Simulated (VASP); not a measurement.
**Nb: single point with PBEsol**

Nb:

```
Nb
1.0
     0.00000    2.75274    2.75274
     2.75274    0.00000    2.75274
     2.75274    2.75274    0.00000
Nb
2
Direct
  0.50000 0.50000 0.50000
  0.75000 0.75000 0.75000
```

- Program: VASP 6.6.1
- Task: single point
- Functional: PBEsol
- Potentials or basis: VASP PAW PBE potentials, release 64 (Nb_sv)
- Cutoff: 500 eV
- k mesh: 6 × 6 × 6
- Occupations: gaussian, width 0.1 eV
- Spin: no spin polarisation

```json
{
 "Pressure": "17.5 GPa",
 "Band gap on the k mesh": "zero (band 13 reaches 10.15 eV, above the bottom of band 14 at 7.86 eV)"
}
```

Levels at points of the mesh, in eV from the Fermi level:
| k point | band 10 | band 11 | band 12 | band 13 | band 14 | band 15 | band 16 | band 17 |
| --- | --- | --- | --- | --- | --- | --- | --- | --- |
| (0.00, 0.00, 0.00) | -2.29 | -2.29 | -0.73 | -0.73 | -0.73 | 2.28 | 2.28 | 2.28 |
| (0.50, 0.00, 0.00) | -2.02 | -2.02 | -1.84 | -1.22 | -1.22 | 1.17 | 3.67 | 3.67 |
| (0.50, 0.50, 0.00) | -3.43 | -1.17 | -1.17 | 1.07 | 1.07 | 1.16 | 1.16 | 5.64 |

It used 19 s of CPU time on 1 thread of AMD EPYC 7R13 Processor (Zen 3), on a shared host.

Caveat: the PAW data sets were made with another functional, which shifts forces and pressure a little.
